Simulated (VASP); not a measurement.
# SnO (P4/nmm) in VASP: notebook

The runs below take SnO through single point, with PBEsol.

Everything below comes from runs of VASP 6.6.1. Logs are shortened: lines on timing, memory, paths and dates and some standing lists are left out, and cuts for length are marked.

**1. The cell of the first run**

It takes space group P4/nmm (No. 129, tetragonal). Conventional cell: a = 3.726 Å, b = 3.726 Å, c = 4.836 Å, α = 90.00°, β = 90.00°, γ = 90.00°. Sn (site symmetry 4mm) has 4 O at 2.19 Å within 2.9 Å. O (site symmetry -4m2) has 4 Sn at 2.19 Å and 4 O at 2.63 Å within 2.9 Å.

**2. Single point, PBEsol (equal xx and yy strain of -2 %)**

Input file INCAR:

```
PREC     = Accurate       # precision mode
ENCUT    = 520            # plane-wave cutoff, eV
EDIFF    = 1E-7           # SCF threshold, eV
ISMEAR   = -1             # smearing method
SIGMA    = 0.01           # smearing width, eV
LREAL    = F              # projectors in reciprocal space
LASPH    = T              # aspherical terms in the spheres
NELM     = 80             # most SCF steps
ALGO     = Normal         # electronic algorithm
ISIF     = 2              # what is computed and relaxed
LWAVE    = F              # write WAVECAR
LCHARG   = F              # write CHGCAR
GGA      = PS             # functional
NBANDS   = 28             # bands
```

Input file KPOINTS:

```
Automatic mesh
0
Gamma
  8 8 6
```

Input file POSCAR:

```
SnO
1.0
    3.7259600000      0.0000000000      0.0000000000
    0.0000000000      3.7259600000      0.0000000000
    0.0000000000      0.0000000000      4.8360000000
Sn O
2 2
Direct
    0.0000000000      0.5000000000      0.2385000000
    0.5000000000      0.0000000000      0.7615000000
    0.0000000000      0.0000000000      0.0000000000
    0.5000000000      0.5000000000      0.0000000000
```

Potentials or basis: VASP PAW PBE potentials, release 64 (Sn_d, O).

Command:

```bash
$ cat potpaw_PBE.64/Sn_d/POTCAR potpaw_PBE.64/O/POTCAR > POTCAR
$ mpirun -np 1 vasp_std > vasp.out
```

OUTCAR:

```text
PREC = Accurate
   ENCUT = 520
   EDIFF = 1E-7
   ISMEAR = -1
   LREAL = F
   LASPH = T
   NELM = 80
   ISIF = 2
   GGA = PS

 ion  position               nearest neighbor table
   1  0.000  0.500  0.239-   3 2.19   4 2.19   3 2.19   4 2.19   2 3.50   2 3.50   2 3.50   2 3.50
                             2 3.65   2 3.65   2 3.65   2 3.65
   2  0.500  0.000  0.761-   3 2.19   4 2.19   4 2.19   3 2.19   1 3.50   1 3.50   1 3.50   1 3.50
                             1 3.65   1 3.65   1 3.65   1 3.65
   3  0.000  0.000  0.000-   1 2.19   2 2.19   1 2.19   2 2.19
   4  0.500  0.500  0.000-   1 2.19   2 2.19   2 2.19   1 2.19

  LATTYP: Found a simple tetragonal cell.
 ALAT       =     3.7259600000
 C/A-ratio  =     1.2979205359

  Lattice vectors:

 A1 = (   3.7259600000,   0.0000000000,   0.0000000000)
 A2 = (   0.0000000000,   3.7259600000,   0.0000000000)
 A3 = (   0.0000000000,   0.0000000000,   4.8360000000)

Analysis of symmetry for initial positions (statically):
=====================================================================
 Subroutine PRICEL returns:
 Original cell was already a primitive cell.

 Routine SETGRP: Setting up the symmetry group for a
 simple tetragonal supercell.

 Subroutine GETGRP returns: Found 16 space group operations
 (whereof  8 operations were pure point group operations)
 out of a pool of 16 trial point group operations.

The static configuration has the point symmetry D_2d.
 The point group associated with its full space group is D_4h.

Analysis of symmetry for dynamics (positions and initial velocities):
=====================================================================
 Subroutine PRICEL returns:
 Original cell was already a primitive cell.

 Routine SETGRP: Setting up the symmetry group for a
 simple tetragonal supercell.

 Subroutine GETGRP returns: Found 16 space group operations
 (whereof  8 operations were pure point group operations)
 out of a pool of 16 trial point group operations.

The dynamic configuration has the point symmetry D_2d.
 The point group associated with its full space group is D_4h.

 Subroutine INISYM returns: Found 16 space group operations
 (whereof  8 operations are pure point group operations),
 and found     1 'primitive' translations

----------------------------------------------------------------------------------------

                                     Primitive cell

  volume of cell :      67.1371

  direct lattice vectors                    reciprocal lattice vectors
     3.725960000  0.000000000  0.000000000     0.268387208  0.000000000  0.000000000
     0.000000000  3.725960000  0.000000000     0.000000000  0.268387208  0.000000000
     0.000000000  0.000000000  4.836000000     0.000000000  0.000000000  0.206782465

  length of vectors
     3.725960000  3.725960000  4.836000000     0.268387208  0.268387208  0.206782465

  position of ions in fractional coordinates (direct lattice)
     0.000000000  0.500000000  0.238500000
     0.500000000  0.000000000  0.761500000
     0.000000000  0.000000000  0.000000000
     0.500000000  0.500000000  0.000000000

  ion indices of the primitive-cell ions
   primitive index   ion index
                 1           1
                 2           2
                 3           3
                 4           4

----------------------------------------------------------------------------------------

 KPOINTS: Automatic mesh

Automatic generation of k-mesh.
 Grid dimensions read from file:
 generate k-points for:    8    8    6

 Generating k-lattice:

  Cartesian coordinates                     Fractional coordinates (reciprocal lattice)
     0.033548401  0.000000000  0.000000000     0.125000000  0.000000000  0.000000000
     0.000000000  0.033548401  0.000000000     0.000000000  0.125000000  0.000000000
     0.000000000  0.000000000  0.034463744     0.000000000  0.000000000  0.166666667

  Length of vectors
     0.033548401  0.033548401  0.034463744

  Shift w.r.t. Gamma in fractional coordinates (k-lattice)
     0.000000000  0.000000000  0.000000000

 Subroutine IBZKPT returns following result:
 ===========================================

 Found     60 irreducible k-points:

 Following reciprocal coordinates:
            Coordinates               Weight
  0.000000  0.000000  0.000000      1.000000
  0.125000  0.000000  0.000000      4.000000
  0.250000  0.000000  0.000000      4.000000
  0.375000  0.000000  0.000000      4.000000
  0.500000  0.000000  0.000000      2.000000
  0.125000  0.125000  0.000000      4.000000
[... 16 lines left out ...]
  0.375000  0.125000  0.166667     16.000000
  0.500000  0.125000  0.166667      8.000000
 [... further k-points ...]
   k-points           NKPTS =     60   k-points in BZ     NKDIM =     60   number of bands    NBANDS=     28
   number of dos      NEDOS =    301   number of ions     NIONS =      4
   total plane-waves  NPLWV =  28224
   dimension x,y,z NGX =    28 NGY =   28 NGZ =   36
   dimension x,y,z NGXF=    56 NGYF=   56 NGZF=   72
   ions per type =               2   2
   NGX,Y,Z   is equivalent  to a cutoff of  12.49, 12.49, 12.38 a.u.
   NGXF,Y,Z  is equivalent  to a cutoff of  24.99, 24.99, 24.75 a.u.
 SYSTEM =  unknown system
   PREC   = accura    normal or accurate (medium, high low for compatibility)
   ISTART =      0    job   : 0-new  1-cont  2-samecut
   ICHARG =      2    charge: 1-file 2-atom 10-const
   ISPIN  =      1    spin polarized calculation?
   LNONCOLLINEAR =      F non collinear calculations
   LSORBIT =      F    spin-orbit coupling
   LASPH  =      T    aspherical Exc in radial PAW
   ENCUT  =  520.0 eV  38.22 Ry    6.18 a.u.   6.93  6.93  8.99*2*pi/ulx,y,z
   NELM   =     80;   NELMIN=  2; NELMDL= -5     # of ELM steps
   EDIFF  = 0.1E-06   stopping-criterion for ELM
   LREAL  =      F    real-space projection
   EDIFFG = 0.1E-05   stopping-criterion for IOM
   NSW    =      0    number of steps for IOM
   IBRION =     -1    ionic relax: 0-MD 1-quasi-New 2-CG
   NFREE  =      0    steps in history (QN), initial steepest desc. (CG)
   ISIF   =      2    stress and relaxation
   ISYM   =      2    0-nonsym 1-usesym 2-fastsym
   POTIM  = 0.5000    time-step for ionic-motion
   TEBEG  =    0.0;   TEEND  =   0.0 temperature during run
   PSTRESS=    0.0 pullay stress
   NELECT =      40.0000    total number of electrons
   NUPDOWN=      -1.0000    fix difference up-down
   EMIN   =  10.00;   EMAX   =-10.00  energy-range for DOS
   EFERMI =   0.00;   METHOD = LEGACY
   ISMEAR =    -1;   SIGMA  =   0.01  broadening in eV -4-tet -1-fermi 0-gaus
   EFERMI_NEDOS =   21; number of points for ismear=-14 and -15
   IALGO  =     38    algorithm
   IMIX   =      4    mixing-type and parameters
     AMIX     =   0.40;   BMIX     =  1.00
     AMIX_MAG =   1.60;   BMIX_MAG =  1.00
  volume/ion in A,a.u.               =      16.78       113.27
  Fermi-wavevector in a.u.,A,eV,Ry     =   1.377550  2.603191 25.819002  1.897643
  Thomas-Fermi vector in A             =   2.502693
   LORBIT       =      0    0 simple, 1 ext, 2 COOP (PROOUT), +10 PAW based schemes
   GGA     = PS    functional components
   LHFCALC =     F    Hartree Fock is set to
   AEXX    =    0.0000 exact exchange contribution
   IVDW    =     0    specifies the selected vdW correction
   LEPSILON=     F    determine dielectric tensor
   LRPA    =     F    only Hartree local field effects (RPA)
 non-spin polarized calculation
  energy-cutoff  :      520.00
  volume of cell :       67.14
 maximum number of plane-waves:      1844
 NGX is ok and might be reduce to    28
   NGX = 13   NGY = 13   NGZ = 17

 number of electron      40.0000012 magnetization

 Free energy of the ion-electron system (eV)
  ---------------------------------------------------
  ext. energy  EPLUGINS =         0.00000000
  ---------------------------------------------------
  free energy    TOTEN  =       -24.15792603 eV

  energy without entropy =      -24.15777591  energy(sigma->0) =      -24.15785097

 E-fermi :   7.7559     XC(G=0): -10.6992

 val. band max:        7.7466267622   @ k =   0.1250   0.0000   0.0000
 cond. band min:       7.7734402205   @ k =   0.0000   0.0000   0.0000
 fundamental gap:      0.0268134583
 Fermi energy:         7.7558748927

 k-point     1 :       0.0000    0.0000    0.0000
  band No.  band energies     occupation
      1     -14.4994      2.00000
      2     -13.9650      2.00000
      3     -13.9605      2.00000
      4     -13.9605      2.00000
      5     -13.8954      2.00000
      6     -13.8936      2.00000
[... 20 lines left out ...]
     27      14.3724      0.00000
     28      14.6848      0.00000

 k-point     2 :       0.1250    0.0000    0.0000
  band No.  band energies     occupation
      1     -14.4918      2.00000
      2     -13.9741      2.00000
      3     -13.9574      2.00000
      4     -13.9558      2.00000
      5     -13.9296      2.00000
      6     -13.8976      2.00000
[... 20 lines left out ...]
     27      14.5774      0.00000
     28      16.0612      0.00000

 k-point     3 :       0.2500    0.0000    0.0000
  band No.  band energies     occupation
      1     -14.4711      2.00000
      2     -14.1324      2.00000
      3     -13.9476      2.00000
      4     -13.9434      2.00000
      5     -13.9269      2.00000
      6     -13.9030      2.00000
[... 20 lines left out ...]
     27      14.8990      0.00000
     28      18.2271      0.00000

 k-point     4 :       0.3750    0.0000    0.0000
  band No.  band energies     occupation
      1     -14.4361      2.00000
      2     -14.2773      2.00000
      3     -13.9329      2.00000
      4     -13.9281      2.00000
      5     -13.9156      2.00000
      6     -13.9092      2.00000
[... 20 lines left out ...]
     27      15.3888      0.00000
     28      17.4691      0.00000

 k-point     5 :       0.5000    0.0000    0.0000
  band No.  band energies     occupation
      1     -14.3763      2.00000
      2     -14.3763      2.00000
      3     -13.9195      2.00000
      4     -13.9195      2.00000
      5     -13.9163      2.00000
      6     -13.9163      2.00000
[... 20 lines left out ...]
     27      16.1658      0.00000
     28      16.1658      0.00000

 k-point     6 :       0.1250    0.1250    0.0000
  band No.  band energies     occupation
      1     -14.4858      2.00000
      2     -14.0260      2.00000
      3     -13.9636      2.00000
      4     -13.9526      2.00000
      5     -13.9414      2.00000
      6     -13.8966      2.00000
[... 463 lines left out ...]
      5     -13.9386      2.00000
      6     -13.8921      2.00000
[... 20 lines left out ...]
     27      15.4533      0.00000
     28      16.6217      0.00000

 k-point    22 :       0.2500    0.1250    0.1667
  band No.  band energies     occupation
      1     -14.4676      2.00000
      2     -14.1782      2.00000
      3     -13.9534      2.00000
      4     -13.9346      2.00000
      5     -13.9293      2.00000
      6     -13.8958      2.00000
[... 20 lines left out ...]
     27      16.0148      0.00000
     28      17.2398      0.00000

 k-point    23 :       0.3750    0.1250    0.1667
  band No.  band energies     occupation
      1     -14.4412      2.00000
      2     -14.3051      2.00000
      3     -13.9424      2.00000
      4     -13.9266      2.00000
      5     -13.9172      2.00000
      6     -13.9019      2.00000
[... 20 lines left out ...]
     27      16.0793      0.00000
     28      16.5894      0.00000

 k-point    24 :       0.5000    0.1250    0.1667
  band No.  band energies     occupation
      1     -14.3916      2.00000
      2     -14.3916      2.00000
      3     -13.9321      2.00000
      4     -13.9321      2.00000
      5     -13.9081      2.00000
      6     -13.9081      2.00000
[... 20 lines left out ...]
     27      16.2491      0.00000
     28      16.2491      0.00000

 [... further k-points ...]

------------------------ aborting loop because EDIFF is reached ----------------------------------------

  FORCE on cell =-STRESS in cart. coord.  units (eV):
  Direction    XX          YY          ZZ          XY          YZ          ZX
  --------------------------------------------------------------------------------------
  -------------------------------------------------------------------------------------
  Total        2.4409601      2.4409601      1.1801223      0.0000000      0.0000000      0.0000000
  in kB       58.2516987     58.2516987     28.1627422      0.0000000      0.0000000      0.0000000
  external PRESSURE =      48.2220465 kB  Pullay stress =       0.0000000 kB

 VOLUME and BASIS-vectors are now :
 -----------------------------------------------------------------------------
  energy-cutoff  :      520.00
  volume of cell :       67.14
      direct lattice vectors                 reciprocal lattice vectors
     3.725960000  0.000000000  0.000000000     0.268387208  0.000000000  0.000000000
     0.000000000  3.725960000  0.000000000     0.000000000  0.268387208  0.000000000
     0.000000000  0.000000000  4.836000000     0.000000000  0.000000000  0.206782465

 POSITION                                       TOTAL-FORCE (eV/Angst)
 -----------------------------------------------------------------------------------
      0.00000      1.86298      1.15339        -0.000000      0.000000      0.663397
      1.86298      0.00000      3.68261         0.000000      0.000000     -0.663397
      0.00000      0.00000      0.00000        -0.000000     -0.000000      0.000000
      1.86298      1.86298      0.00000        -0.000000      0.000000      0.000000
 -----------------------------------------------------------------------------------
    total drift:                                0.000000      0.000000      0.000000

  FREE ENERGIE OF THE ION-ELECTRON SYSTEM (eV)
  ---------------------------------------------------
  free  energy   TOTEN  =       -24.1579260309 eV

  energy  without entropy=      -24.1577759148  energy(sigma->0) =      -24.15785097
```

Wall time 94 s (1 thread of Intel Xeon Platinum 8259CL at 2.50GHz (Skylake/Cascade Lake), shared host); peak memory 0.23 GiB.

Results:

```
Free energy            : -24.1579 eV
Pressure               : 4.8 GPa
Largest force          : 0.663 eV/Å
Band gap on the k mesh : zero (bands 20 and 21 overlap by 0.24 eV)
```

Forces in eV/Å, atoms in the order of the input:
```
Sn   0.000  0.000  0.663
Sn   0.000  0.000 -0.663
O    0.000  0.000  0.000
O    0.000  0.000  0.000
```

Stress tensor (GPa, compression positive):
```
5.83 0.00 0.00
0.00 5.83 0.00
0.00 0.00 2.82
```

Levels at points of the mesh, in eV from the Fermi level:
```csv
k point,band 18,band 19,band 20,band 21,band 22,band 23
"(0.00, 0.00, 0.00)",-3.50,-3.50,0.02,2.12,4.08,4.64
"(0.50, 0.00, 0.00)",-5.30,-3.08,-3.08,3.06,3.06,5.96
"(0.50, 0.50, 0.00)",-2.81,-2.09,-2.09,-0.22,-0.22,4.12
"(0.00, 0.00, 0.50)",-3.51,-3.17,-2.69,1.60,2.80,2.80
"(0.50, 0.00, 0.50)",-5.27,-2.03,-2.03,2.40,2.40,5.44
"(0.50, 0.50, 0.50)",-2.90,-2.81,-2.81,2.07,2.07,3.87
```

Caveat: the cell differs from its parent crystal (equal xx and yy strain of -2 %); the cell stands under pressure; semilocal functionals underestimate gaps, and a narrow one can read as zero; the PAW data sets were made with another functional, which shifts forces and pressure a little; spin-orbit coupling is left out, which moves the levels of the heavy elements.

**3. Single point, PBEsol (equal xx and yy strain of +1 %)**

Input file INCAR:

```
PREC = Accurate ; ENCUT = 520
EDIFF = 1E-7 ; ISMEAR = -1
SIGMA = 0.01 ; LREAL = False
LASPH = True ; NELM = 60
ALGO = Normal ; ISIF = 2
LWAVE = False ; LCHARG = False
GGA = PS ; NBANDS = 28
```

KPOINTS is that of step 2.

Edit POSCAR of step 2 so:

```diff
@@ -2,4 +2,4 @@
 1.0
-    3.7259600000      0.0000000000      0.0000000000
-    0.0000000000      3.7259600000      0.0000000000
+    3.8400200000      0.0000000000      0.0000000000
+    0.0000000000      3.8400200000      0.0000000000
     0.0000000000      0.0000000000      4.8360000000
```

Potentials or basis: VASP PAW PBE potentials, release 64 (Sn_d, O).

Command:

```bash
$ cat potpaw_PBE.64/Sn_d/POTCAR potpaw_PBE.64/O/POTCAR > POTCAR
$ mpirun -np 1 vasp_std > vasp.out
```

Run time: 1.8 min. Hardware: 1 thread of Intel Xeon Platinum 8259CL at 2.50GHz (Skylake/Cascade Lake), shared host; peak memory 0.24 GiB.

Results (log left out):

```yaml
Free_energy: -24.2054 eV
Pressure: -1.8 GPa
Largest_force: 0.087 eV/Å
Band_gap_on_the_k_mesh: 0.12 eV (least direct gap 1.91 eV)
```

Forces on the atoms (eV/Å):
```
Sn   0.000  0.000 -0.087
Sn   0.000  0.000  0.087
O    0.000  0.000  0.000
O    0.000  0.000  0.000
```

Stress tensor (GPa, compression positive):
```
-2.01  0.00  0.00
 0.00 -2.01  0.00
 0.00  0.00 -1.31
```

Levels at points of the mesh, in eV from the valence-band top:
```tsv
k point	band 17	band 18	band 19	band 20	band 21	band 22	band 23	band 24
(0.00, 0.00, 0.00)	-3.31	-3.03	-3.03	0.00	2.03	4.38	4.67	4.67
(0.50, 0.00, 0.00)	-4.69	-4.69	-2.57	-2.57	3.19	3.19	5.86	5.86
(0.50, 0.50, 0.00)	-2.37	-2.37	-1.79	-1.79	0.12	0.12	4.47	4.47
(0.00, 0.00, 0.50)	-3.12	-3.05	-3.05	-2.03	1.59	2.95	2.95	3.61
(0.50, 0.00, 0.50)	-4.65	-4.65	-1.61	-1.61	2.60	2.60	5.37	5.37
(0.50, 0.50, 0.50)	-2.61	-2.61	-2.37	-2.37	2.42	2.42	4.04	4.04
```

Caveat: the cell differs from its parent crystal (equal xx and yy strain of +1 %); semilocal functionals underestimate gaps, and a narrow one can read as zero; the PAW data sets were made with another functional, which shifts forces and pressure a little; spin-orbit coupling is left out, which moves the levels of the heavy elements.

The gap in the log of VASP goes by the Fermi energy; the results here count the filled bands.